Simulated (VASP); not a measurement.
# SiC (F-43m) in VASP: density of states with PBE

Aim: the density of states of SiC with PBE.

Program: VASP 6.6.1. These are calculated values, not measurements. Logs are shortened: lines on timing, memory, paths and dates and some standing lists are left out, and cuts for length are marked.

### Step 1. The cell of the first run

It takes space group F-43m (No. 216, cubic). The conventional cell has a = 4.380 Å, b = 4.380 Å, c = 4.380 Å, α = 90.00°, β = 90.00°, γ = 90.00°. Within 2.5 Å of Si (site symmetry -43m) lie 4 C at 1.90 Å. C (site symmetry -43m) has 4 Si at 1.90 Å within 2.5 Å.

### Step 2. Density of states, PBE

The input, POSCAR:

```
SiC
1.0
    0.0000000000      2.1897595588      2.1897595588
    2.1897595588      0.0000000000      2.1897595588
    2.1897595588      2.1897595588      0.0000000000
Si C
1 1
Direct
    0.7500000000      0.7500000000      0.7500000000
    0.0000000000      0.0000000000      0.0000000000
```

The input, INCAR.step1:

```
PREC = Accurate
ENCUT = 520
EDIFF = 1E-6
ISMEAR = 0
SIGMA = 0.02
LREAL = F
LASPH = T
NELM = 80
ALGO = Normal
ISIF = 2
LWAVE = F
LCHARG = T
GGA = PE
NBANDS = 11
```

The input, KPOINTS.step1:

```
Automatic mesh
0
Gamma
  10 10 10
```

The input, INCAR.step2:

```
PREC = Accurate
ENCUT = 520
EDIFF = 1E-6
ISMEAR = -5
SIGMA = 0.02
LREAL = F
LASPH = T
NELM = 80
ALGO = Normal
ISIF = 2
LWAVE = F
LCHARG = F
GGA = PE
LORBIT = 11
NBANDS = 11
NEDOS = 2001
ICHARG = 11
```

The input, KPOINTS.step2:

```
Automatic mesh
0
Gamma
  15 15 15
```

Potentials or basis: VASP PAW PBE potentials, release 64 (Si, C).

On the command line:

```sh
$ cat potpaw_PBE.64/Si/POTCAR potpaw_PBE.64/C/POTCAR > POTCAR
$ cp INCAR.step1 INCAR
$ cp KPOINTS.step1 KPOINTS
$ mpirun -np 1 vasp_std > vasp.out
$ cp INCAR.step2 INCAR
$ cp KPOINTS.step2 KPOINTS
$ mpirun -np 1 vasp_std > vasp.out
```

OUTCAR:

```text
PREC = Accurate
   ENCUT = 520
   EDIFF = 1E-6
   ISMEAR = -5
   LREAL = F
   LASPH = T
   NELM = 80
   ISIF = 2
   GGA = PE
   LORBIT = 11
   ICHARG = 11

 ion  position               nearest neighbor table
   1  0.750  0.750  0.750-   2 1.90   2 1.90   2 1.90   2 1.90
   2  0.000  0.000  0.000-   1 1.90   1 1.90   1 1.90   1 1.90

  LATTYP: Found a face centered cubic cell.
 ALAT       =     4.3795191176

  Lattice vectors:

 A1 = (   0.0000000000,   2.1897595588,   2.1897595588)
 A2 = (   2.1897595588,   0.0000000000,   2.1897595588)
 A3 = (   2.1897595588,   2.1897595588,   0.0000000000)

Analysis of symmetry for initial positions (statically):
=====================================================================
 Subroutine PRICEL returns:
 Original cell was already a primitive cell.

 Routine SETGRP: Setting up the symmetry group for a
 face centered cubic supercell.

 Subroutine GETGRP returns: Found 24 space group operations
 (whereof 24 operations were pure point group operations)
 out of a pool of 48 trial point group operations.

The static configuration has the point symmetry T_d .

Analysis of symmetry for dynamics (positions and initial velocities):
=====================================================================
 Subroutine PRICEL returns:
 Original cell was already a primitive cell.

 Routine SETGRP: Setting up the symmetry group for a
 face centered cubic supercell.

 Subroutine GETGRP returns: Found 24 space group operations
 (whereof 24 operations were pure point group operations)
 out of a pool of 48 trial point group operations.

The dynamic configuration has the point symmetry T_d .

 Subroutine INISYM returns: Found 24 space group operations
 (whereof 24 operations are pure point group operations),
 and found     1 'primitive' translations

----------------------------------------------------------------------------------------

                                     Primitive cell

  volume of cell :      21.0000

  direct lattice vectors                    reciprocal lattice vectors
     0.000000000  2.189759559  2.189759559    -0.228335571  0.228335571  0.228335571
     2.189759559  0.000000000  2.189759559     0.228335571 -0.228335571  0.228335571
     2.189759559  2.189759559  0.000000000     0.228335571  0.228335571 -0.228335571

  length of vectors
     3.096787666  3.096787666  3.096787666     0.395488811  0.395488811  0.395488811

  position of ions in fractional coordinates (direct lattice)
     0.750000000  0.750000000  0.750000000
     0.000000000  0.000000000  0.000000000

  ion indices of the primitive-cell ions
   primitive index   ion index
                 1           1
                 2           2

----------------------------------------------------------------------------------------

 KPOINTS: Automatic mesh

Automatic generation of k-mesh.
 Grid dimensions read from file:
 generate k-points for:   15   15   15

 Generating k-lattice:

  Cartesian coordinates                     Fractional coordinates (reciprocal lattice)
    -0.015222371  0.015222371  0.015222371     0.066666667  0.000000000  0.000000000
     0.015222371 -0.015222371  0.015222371     0.000000000  0.066666667  0.000000000
     0.015222371  0.015222371 -0.015222371     0.000000000  0.000000000  0.066666667

  Length of vectors
     0.026365921  0.026365921  0.026365921

  Shift w.r.t. Gamma in fractional coordinates (k-lattice)
     0.000000000  0.000000000  0.000000000

 TETIRR: Found    484 inequivalent tetrahedra from    20250

 Subroutine IBZKPT returns following result:
 ===========================================

 Found    120 irreducible k-points:

 Following reciprocal coordinates:
            Coordinates               Weight
  0.000000  0.000000  0.000000      1.000000
  0.066667  0.000000  0.000000      8.000000
  0.133333  0.000000  0.000000      8.000000
  0.200000  0.000000  0.000000      8.000000
  0.266667  0.000000  0.000000      8.000000
  0.333333  0.000000  0.000000      8.000000
[... 16 lines left out ...]
  0.133333  0.133333  0.000000      6.000000
  0.200000  0.133333  0.000000     24.000000
 [... further k-points ...]
   k-points           NKPTS =    120   k-points in BZ     NKDIM =    120   number of bands    NBANDS=     11
   number of dos      NEDOS =   2001   number of ions     NIONS =      2
   total plane-waves  NPLWV =  13824
   dimension x,y,z NGX =    24 NGY =   24 NGZ =   24
   dimension x,y,z NGXF=    48 NGYF=   48 NGZF=   48
   ions per type =               1   1
   NGX,Y,Z   is equivalent  to a cutoff of  12.88, 12.88, 12.88 a.u.
   NGXF,Y,Z  is equivalent  to a cutoff of  25.77, 25.77, 25.77 a.u.
 SYSTEM =  unknown system
   PREC   = accura    normal or accurate (medium, high low for compatibility)
   ISTART =      0    job   : 0-new  1-cont  2-samecut
   ICHARG =     11    charge: 1-file 2-atom 10-const
   ISPIN  =      1    spin polarized calculation?
   LNONCOLLINEAR =      F non collinear calculations
   LSORBIT =      F    spin-orbit coupling
   LASPH  =      T    aspherical Exc in radial PAW
   ENCUT  =  520.0 eV  38.22 Ry    6.18 a.u.   5.76  5.76  5.76*2*pi/ulx,y,z
   NELM   =     80;   NELMIN=  2; NELMDL=  0     # of ELM steps
   EDIFF  = 0.1E-05   stopping-criterion for ELM
   LREAL  =      F    real-space projection
   EDIFFG = 0.1E-04   stopping-criterion for IOM
   NSW    =      0    number of steps for IOM
   IBRION =     -1    ionic relax: 0-MD 1-quasi-New 2-CG
   NFREE  =      0    steps in history (QN), initial steepest desc. (CG)
   ISIF   =      2    stress and relaxation
   ISYM   =      2    0-nonsym 1-usesym 2-fastsym
   POTIM  = 0.5000    time-step for ionic-motion
   TEBEG  =    0.0;   TEEND  =   0.0 temperature during run
   PSTRESS=    0.0 pullay stress
   NELECT =       8.0000    total number of electrons
   NUPDOWN=      -1.0000    fix difference up-down
   EMIN   =  10.00;   EMAX   =-10.00  energy-range for DOS
   EFERMI =   0.00;   METHOD = LEGACY
   ISMEAR =    -5;   SIGMA  =   0.02  broadening in eV -4-tet -1-fermi 0-gaus
   EFERMI_NEDOS =   21; number of points for ismear=-14 and -15
   IALGO  =     38    algorithm
   IMIX   =      4    mixing-type and parameters
     AMIX     =   0.40;   BMIX     =  1.00
     AMIX_MAG =   1.60;   BMIX_MAG =  1.00
  volume/ion in A,a.u.               =      10.50        70.86
  Fermi-wavevector in a.u.,A,eV,Ry     =   1.186766  2.242662 19.162627  1.408413
  Thomas-Fermi vector in A             =   2.322932
   LORBIT       =     11    0 simple, 1 ext, 2 COOP (PROOUT), +10 PAW based schemes
   GGA     = PE    functional components
   LHFCALC =     F    Hartree Fock is set to
   AEXX    =    0.0000 exact exchange contribution
   IVDW    =     0    specifies the selected vdW correction
   LEPSILON=     F    determine dielectric tensor
   LRPA    =     F    only Hartree local field effects (RPA)
 non-spin polarized calculation
 Fermi weights with tetrahedron method with Bloechl corrections
  energy-cutoff  :      520.00
  volume of cell :       21.00
 maximum number of plane-waves:       578

 number of electron       8.0000001 magnetization

 Free energy of the ion-electron system (eV)
  ---------------------------------------------------
  ext. energy  EPLUGINS =         0.00000000
  ---------------------------------------------------
  free energy    TOTEN  =       -15.06098364 eV

  energy without entropy =      -15.06098364  energy(sigma->0) =      -15.06098364

 E-fermi :   7.9539     XC(G=0): -11.2917

 val. band max:        7.9419892827   @ k =   0.0000   0.0000   0.0000
 cond. band min:       9.3640189568   @ k =   0.4667   0.4667   0.0000
 fundamental gap:      1.4220296741
 Fermi energy:         7.9539345048

 k-point     1 :       0.0000    0.0000    0.0000
  band No.  band energies     occupation
      1      -7.3457      2.00000
      2       7.9420      2.00000
      3       7.9420      2.00000
      4       7.9420      2.00000
      5      14.0029      0.00000
      6      15.1474      0.00000
      7      15.1474      0.00000
      8      15.1474      0.00000
      9      22.3625      0.00000
     10      22.3625      0.00000
     11      24.1946      0.00000

 k-point     2 :       0.0667    0.0000    0.0000
  band No.  band energies     occupation
      1      -7.2598      2.00000
      2       7.4615      2.00000
      3       7.8803      2.00000
      4       7.8803      2.00000
      5      14.2014      0.00000
      6      15.2144      0.00000
      7      15.2625      0.00000
      8      15.2625      0.00000
      9      21.8333      0.00000
     10      21.8333      0.00000
     11      24.2617      0.00000

 k-point     3 :       0.1333    0.0000    0.0000
  band No.  band energies     occupation
      1      -7.0035      2.00000
      2       6.2939      2.00000
      3       7.7174      2.00000
      4       7.7174      2.00000
      5      14.2556      0.00000
      6      15.5324      0.00000
      7      15.5324      0.00000
      8      15.7409      0.00000
      9      21.0812      0.00000
     10      21.0812      0.00000
     11      23.8024      0.00000
[... 267 lines left out ...]
 k-point    23 :       0.1333    0.1333    0.0000
  band No.  band energies     occupation
      1      -6.8892      2.00000
      2       6.6917      2.00000
      3       7.1726      2.00000
      4       7.1726      2.00000
      5      13.9211      0.00000
      6      15.0616      0.00000
      7      16.3198      0.00000
      8      16.3198      0.00000
      9      19.1882      0.00000
     10      22.8787      0.00000
     11      25.9187      0.00000

 k-point    24 :       0.2000    0.1333    0.0000
  band No.  band energies     occupation
      1      -6.5793      2.00000
      2       5.6959      2.00000
      3       6.8640      2.00000
      4       7.0312      2.00000
      5      13.5894      0.00000
      6      15.2146      0.00000
      7      16.6757      0.00000
      8      16.7953      0.00000
      9      18.9433      0.00000
     10      22.8577      0.00000
     11      25.5767      0.00000

 [... further k-points ...]

------------------------ aborting loop because EDIFF is reached ----------------------------------------

  FORCE on cell =-STRESS in cart. coord.  units (eV):
  Direction    XX          YY          ZZ          XY          YZ          ZX
  --------------------------------------------------------------------------------------
  -------------------------------------------------------------------------------------
  Total       -0.0032260     -0.0032260     -0.0032260     -0.0000000     -0.0000000     -0.0000000
  in kB       -0.2461230     -0.2461230     -0.2461230     -0.0000000     -0.0000000     -0.0000000
  external PRESSURE =      -0.2461230 kB  Pullay stress =       0.0000000 kB

 VOLUME and BASIS-vectors are now :
 -----------------------------------------------------------------------------
  energy-cutoff  :      520.00
  volume of cell :       21.00
      direct lattice vectors                 reciprocal lattice vectors
     0.000000000  2.189759559  2.189759559    -0.228335571  0.228335571  0.228335571
     2.189759559  0.000000000  2.189759559     0.228335571 -0.228335571  0.228335571
     2.189759559  2.189759559  0.000000000     0.228335571  0.228335571 -0.228335571

 POSITION                                       TOTAL-FORCE (eV/Angst)
 -----------------------------------------------------------------------------------
      3.28464      3.28464      3.28464         0.000000      0.000000      0.000000
      0.00000      0.00000      0.00000        -0.000000     -0.000000     -0.000000
 -----------------------------------------------------------------------------------
    total drift:                                0.000000      0.000000      0.000000

  FREE ENERGIE OF THE ION-ELECTRON SYSTEM (eV)
  ---------------------------------------------------
  free  energy   TOTEN  =       -15.0609836372 eV

  energy  without entropy=      -15.0609836372  energy(sigma->0) =      -15.06098364

 total charge

# of ion       s       p       d       tot
------------------------------------------
    1        0.706   0.961   0.000   1.667
    2        0.836   1.695   0.000   2.531
--------------------------------------------------
tot          1.542   2.656   0.000   4.198
```

It took 24 s on 1 thread of Intel Xeon 8259CL, shared host; peak memory 0.14 GiB.

Results:

| Property | Result |
| --- | --- |
| Valence electrons inside the program's atomic spheres | Si 1.67; C 2.53 |

Levels at points of the mesh, in eV from the valence-band top:
```
           k point  band 1  band 2  band 3  band 4  band 5  band 6  band 7  band 8
(0.00, 0.00, 0.00)  -15.29    0.00    0.00    0.00    6.06    7.21    7.21    7.21
```
